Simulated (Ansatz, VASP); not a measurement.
**SrO in VASP and in Ansatz**

The input INCAR:

```
SYSTEM = SrO
ALGO = Normal ; EDIFF = 1E-7
ENCUT = 520 ; GGA = PS
GGA_COMPAT = .FALSE. ; ISIF = 2
ISMEAR = 0 ; LASPH = .TRUE.
LCHARG = .TRUE. ; LORBIT = 11
LORBMOM = .TRUE. ; LREAL = .FALSE.
LSORBIT = .TRUE. ; LVHAR = .TRUE.
LWAVE = .FALSE. ; MAGMOM = 0 0 0 0 0 0
NBANDS = 28 ; NELM = 150
PREC = Accurate ; SIGMA = 0.01
```

KPOINTS

```
k-points
0
G
  8 8 8
  0 0 0
```

POSCAR

```
SrO
1.0
    0.0000000000      2.5614439114      2.5614439114
    2.5614439114      0.0000000000      2.5614439114
    2.5614439114      2.5614439114      0.0000000000
Sr O
1 1
Direct
    0.4980479760      0.4980479760      0.4980479760
    0.0000000000      0.0000000000      0.0000000000
```

Input for Ansatz:

```yaml
crystal:
  lattice:
    - [0.0, 2.56144391138, 2.56144391138]
    - [2.56144391138, 0.0, 2.56144391138]
    - [2.56144391138, 2.56144391138, 0.0]
  atoms:
    - { symbol: Sr, position: [0.498047975996, 0.498047975996, 0.498047975996] }
    - { symbol: O, position: [0.0, 0.0, 0.0] }
kpoints:
  mp_grid: { grid: [8, 8, 8] }
scf:
  occupations: { method: fixed }
  convergence: { dr2_threshold: 1.0e-10 }
hamiltonian:
  xc: pbesol
  pseudopotentials: { kind: all_electron, lapw: { basis_error: 0.0005 } }
magnetization:
  noncollinear: true
  spin_orbit: true
output:
  forces: true
  stress: true
  eigenstates:
    kpoints:
      - [0.0, 0.0, 0.0]
      - [0.0, -0.5, -0.5]
      - [-0.5, 0.0, -0.5]
      - [-0.5, -0.5, 0.0]
      - [-0.5, 0.0, 0.0]
      - [0.0, -0.5, 0.0]
      - [0.0, 0.0, -0.5]
      - [-0.5, -0.5, -0.5]
  eigenvalues: true
```

Change from the starting cell: atom 1 moved by [-0.01, -0.01, -0.01] A.

Alike in both runs: task single point; functional PBEsol; k mesh 8 × 8 × 8; non-collinear spin, spin-orbit coupling.

|  | VASP | Ansatz |
| --- | --- | --- |
| version | VASP 6.6.1 | Ansatz 0.2.0 |
| potentials or method | VASP PAW PBE potentials, release 64 (Sr_sv, O), cutoff 520 eV | all-electron LAPW |
| occupations | gaussian, width 0.01 eV | fixed |

```csv
,VASP,Ansatz,Ansatz less VASP
pressure (GPa),0.6,0.0,-0.63
rms of the force components (eV/Å),0.022,0.021,-0.0015
net moment per atom (μB),0.00,0.00,0.000
```

VASP's potentials were made for PBE, not for PBEsol. Atom by atom the forces differ by 0.001 eV/Å (rms over components). Ansatz ran all-electron here, and VASP with PAW potentials.
